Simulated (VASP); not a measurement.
Set up this calculation in VASP 6.6.1, as the native input.

```yaml
Task: single point
Functional: PBEsol
Potentials_or_basis: VASP PAW PBE potentials, release 64 (Ni, O)
Cutoff: 520 eV
k_mesh: 6 × 6 × 12
Occupations: gaussian, width 0.1 eV
Spin: no spin polarisation
Dipole_correction: no
Further_INCAR_settings: ALGO = Normal; EDIFF = 1e-06; NBANDS = 42
```

The structure of NiO lies in POSCAR:

```
NiO
1.0
    5.5306742471      0.0000000000      0.0000000000
    0.0000000000      5.5306742471      0.0000000000
    0.0000000000      0.0000000000      2.8217807884
Ni O
4 4
Direct
    0.1467248723      0.1467248723      0.5000000000
    0.8532751277      0.8532751277      0.5000000000
    0.6467248723      0.3532751277      0.0000000000
    0.3532751277      0.6467248723      0.0000000000
    0.8039859323      0.1960140677      0.5000000000
    0.1960140677      0.8039859323      0.5000000000
    0.6960140677      0.6960140677      0.0000000000
    0.3039859323      0.3039859323      0.0000000000
```

One way to write it, as run:

INCAR

```
PREC = Accurate
ENCUT = 520
EDIFF = 1E-6
ISMEAR = 0
SIGMA = 0.1
LREAL = False
LASPH = True
NELM = 60
ALGO = Normal
ISIF = 2
LWAVE = False
LCHARG = False
GGA = PS
NBANDS = 42
```

KPOINTS

```
regular mesh
0
Gamma
  6 6 12
```

Potentials or basis: VASP PAW PBE potentials, release 64 (Ni, O).

The run is started by

```console
$ cat potpaw_PBE.64/Ni/POTCAR potpaw_PBE.64/O/POTCAR > POTCAR
$ mpirun -np 1 vasp_std > vasp.out
```

Results of the run:

```yaml
Pressure: 0.4 GPa
Largest_force: 0.021 eV/Å
Band_gap_on_the_k_mesh: zero (bands 32 and 33 overlap by 1.18 eV)
```

Caveat: the PAW data sets were made with another functional, which shifts forces and pressure a little; the run has no spin polarisation, though such a crystal can be magnetic; semilocal functionals often make such compounds metallic where correlation or magnetic order opens a gap, which also shifts bond lengths.

Wall time 2.1 min on 1 thread of Intel(R) Xeon(R) 6975P-C (Granite Rapids), on a shared host, peak memory 0.32 GiB.
